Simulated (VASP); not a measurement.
Here is a VASP 6.6.1 calculation.

The input INCAR:

```
PREC     = Accurate       # precision mode
ENCUT    = 520            # plane-wave cutoff, eV
EDIFF    = 1E-6           # SCF threshold, eV
ISMEAR   = 0              # smearing method
SIGMA    = 0.1            # smearing width, eV
LREAL    = F              # projectors in reciprocal space
LASPH    = T              # aspherical terms in the spheres
NELM     = 150            # most SCF steps
ALGO     = Normal         # electronic algorithm
ISIF     = 2              # what is computed and relaxed
LWAVE    = F              # write WAVECAR
LCHARG   = F              # write CHGCAR
ISPIN    = 2              # spin polarisation
MAGMOM   = 0 0            # initial moments
LORBIT   = 11             # projections on sites
GGA      = PE             # functional
NBANDS   = 20             # bands
```

File KPOINTS:

```
regular mesh
0
Gamma
  4 4 4
```

POSCAR

```
InSb
1.0
    0.0000000000      3.3166107078      3.3166107078
    3.3166107078      0.0000000000      3.3166107078
    3.3166107078      3.3166107078      0.0000000000
In Sb
1 1
Direct
    0.0000000000      0.0000000000      0.0000000000
    0.2500000000      0.2500000000      0.2500000000
```

Potentials or basis: VASP PAW PBE potentials, release 64 (In_d, Sb).

The run is started by

```bash
$ cat potpaw_PBE.64/In_d/POTCAR potpaw_PBE.64/Sb/POTCAR > POTCAR
$ mpirun -np 1 vasp_std > vasp.out
```

Q: What does it give for the pressure?

A: 0.4 GPa.

Q: What does it give for the band gap on the k mesh?

A: Zero (filled and empty bands touch).

Q: Estimate the net moment.

A: 0.00 μB per cell.

Caveat: the k points lie up to 0.41 Å⁻¹ apart; spin-orbit coupling is left out, which moves the levels of the heavy elements.
